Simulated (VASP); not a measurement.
Crystal: ZrAu.

```xyz
2
Lattice="3.1657 0.0000 0.0000 0.0000 3.1657 0.0000 0.0000 0.0000 3.9175" Properties=species:S:1:pos:R:3 pbc="T T T"
Zr    0.0000    0.0000    0.0000
Au    1.5828    1.5828    1.9588
```

| Item | Value |
| --- | --- |
| Program | VASP 6.6.1 |
| Task | relaxation of volume and atoms at fixed shape |
| Functional | PBEsol |
| Potentials or basis | VASP PAW PBE potentials, release 64 (Zr_sv, Au) |
| Cutoff | 500 eV |
| k mesh | 15 × 15 × 12 |
| Occupations | fermi-dirac, width 0.1 eV |
| Spin | no spin polarisation |

At the start: pressure -3.9 GPa; volume 19.63 Å³/atom.

Where does the relaxation end?

Over 3 steps the energy falls by 6.7 meV/atom and the volume is 19.09 Å³/atom (-2.7 %); space group P4/mmm (No. 123, to 0.1 Å) before and after.

The path:
| step | energy change (eV) | largest force (eV/Å) | pressure (GPa) | volume (Å³) |
| --- | --- | --- | --- | --- |
| 1 | 0.0000 | 0.0000 | -3.85 | 39.26 |
| 2 | 0.0174 | 0.0000 | 6.65 | 36.64 |
| 3 | -0.0134 | 0.0000 | -0.03 | 38.19 |

Final structure:
```xyz
2
Lattice="3.1366 0.0000 0.0000 0.0000 3.1366 0.0000 0.0000 0.0000 3.8816" Properties=species:S:1:pos:R:3 pbc="T T T"
Zr    0.0000    0.0000    0.0000
Au    1.5683    1.5683    1.9408
```

Caveat: the PAW data sets were made with another functional, which shifts forces and pressure a little.
